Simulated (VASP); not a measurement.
CrGa3:

```xyz
4
Lattice="0.0000 3.2571 3.2571 3.2571 0.0000 3.2571 3.2571 3.2571 0.0000" Properties=species:S:1:pos:R:3 pbc="T T T"
Ga    1.6285    1.6285    1.6285
Ga    4.8856    4.8856    4.8856
Ga    3.2571    3.2571    3.2571
Cr    0.0000    0.0000    0.0000
```

Base run:

* Program: VASP 6.6.1
* Functional: r2SCAN
* Potentials or basis: VASP PAW PBE potentials, release 64 (Ga_d, Cr_pv)
* Cutoff: 520 eV
* k mesh: 12 × 12 × 12
* Occupations: gaussian, width 0.1 eV
* Spin: no spin polarisation

Its results: band gap on the k mesh zero (an odd number of electrons rules out a gap without spin polarisation); pressure -10.8 GPa.

**Question.** The run is repeated on the same cell with these changes: functional from r2SCAN to PBE; further incar settings from ALGO = Normal; EDIFF = 1e-06; NBANDS = 34 to ALGO = Fast; EDIFF = 1e-06; NBANDS = 34. What comes out?

**Answer.** Band gap on the k mesh zero (an odd number of electrons rules out a gap without spin polarisation); pressure -7.5 GPa.

Caveats: the cell stands under tension; the run has no spin polarisation, though such a crystal can be magnetic; the PAW data sets were made with another functional, which shifts forces and pressure a little (at least some runs).
